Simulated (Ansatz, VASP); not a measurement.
# Si: VASP beside Ansatz

File POSCAR:

```
Si
1.0
    0.0000000000      2.7154700000      2.7154700000
    2.7154700000      0.0000000000      2.7154700000
    2.7154700000      2.7154700000      0.0000000000
Si
2
Direct
    0.5000000000      0.5000000000      0.4631739625
    0.7500000000      0.7500000000      0.7500000000
```

File INCAR.step1:

```
PREC = Accurate
ENCUT = 520
ISMEAR = 0
SIGMA = 0.05
LREAL = False
LASPH = True
NELM = 80
NBANDS = 11
GGA = PE
ALGO = Normal
EDIFF = 1E-4
LWAVE = True
LCHARG = False
```

The input INCAR.step2:

```
PREC = Accurate
ENCUT = 520
EDIFF = 1E-6
ISMEAR = 0
SIGMA = 0.05
LREAL = False
LASPH = True
NELM = 80
ALGO = Normal
ISIF = 2
LWAVE = False
LCHARG = False
METAGGA = R2SCAN
LMIXTAU = True
NBANDS = 11
ISTART = 1
```

The input KPOINTS:

```
regular mesh
0
Gamma
  10 10 10
```

Input for Ansatz:

```yaml
crystal:
  lattice:
    - [0.0, 2.71547, 2.71547]
    - [2.71547, 0.0, 2.71547]
    - [2.71547, 2.71547, 0.0]
  atoms:
    - { symbol: Si, position: [0.5, 0.5, 0.4631739625] }
    - { symbol: Si, position: [0.75, 0.75, 0.75] }
basis:
  ecutwfc: 500
kpoints:
  mp_grid: { grid: [10, 10, 10] }
hamiltonian:
  xc: r2scan
scf:
  occupations: { method: gaussian, width: 0.05 }
output:
  forces: true
  stress: true
  eigenvalues: true
```

Alike in both runs: task single point; functional r2SCAN; k mesh 10 × 10 × 10; occupations gaussian, width 0.05 eV; no spin polarisation.

|  | VASP | Ansatz |
| --- | --- | --- |
| version | VASP 6.6.1 | Ansatz 0.2.0 |
| potentials or method | VASP PAW PBE potentials, release 64 (Si), cutoff 520 eV | scalar-relativistic, plane waves, PAW |
| valence electrons in the cell | 8 | 8 |

|  | VASP | Ansatz | Ansatz less VASP |
| --- | --- | --- | --- |
| gap on the k mesh at the Fermi level (eV) | none | none | - |
| pressure (GPa) | 1.2 | 1.4 | +0.24 |
| traceless stress, the component that is largest in VASP (GPa) | -3.98 | -4.02 | -0.048 |
| rms of the force components (eV/Å) | 1.159 | 1.163 | +0.0040 |

VASP's potentials were made for PBE, not for r2SCAN. Atom by atom the forces differ by 0.004 eV/Å (rms over components). A gap of «none» marks a metal or a gap that the smearing closes. With one functional, cell and mesh, what is left measures potentials, basis and numerics.
